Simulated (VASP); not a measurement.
Write the native input for VASP 6.6.1 that does the following.

- Task: single point
- Functional: PBE
- Potentials or basis: VASP PAW PBE potentials, release 64 (Al)
- Cutoff: 520 eV
- k mesh: 13 × 13 × 13
- Occupations: gaussian, width 0.1 eV
- Spin: no spin polarisation
- Dipole correction: no
- Further INCAR settings: ALGO = Normal; EDIFF = 1e-06; NBANDS = 8

The structure of Al lies in POSCAR:

```
Al
1.0
    0.0000000000      2.0199630948      2.0199630948
    2.0199630948      0.0000000000      2.0199630948
    2.0199630948      2.0199630948      0.0000000000
Al
1
Direct
    0.0000000000      0.0000000000      0.0000000000
```

One way to write it, as run:

INCAR

```
SYSTEM = Al
PREC = Accurate ; ENCUT = 520
EDIFF = 1E-6 ; ISMEAR = 0
SIGMA = 0.1 ; LREAL = .FALSE.
LASPH = .TRUE. ; NELM = 60
ALGO = Normal ; ISIF = 2
LWAVE = .FALSE. ; LCHARG = .FALSE.
GGA = PE ; NBANDS = 8
```

KPOINTS

```
Automatic mesh
0
G
  13 13 13
  0 0 0
```

Potentials or basis: VASP PAW PBE potentials, release 64 (Al).

Run with:

```bash
$ cat potpaw_PBE.64/Al/POTCAR > POTCAR
$ mpirun -np 1 vasp_std > vasp.out
```

It gave:

```yaml
Pressure: -0.1 GPa
```

Run time: 7.2 s on 1 thread of Intel(R) Xeon(R) Platinum 8375C CPU @ 2.90GHz (Ice Lake), on a shared host, peak memory 0.13 GiB.
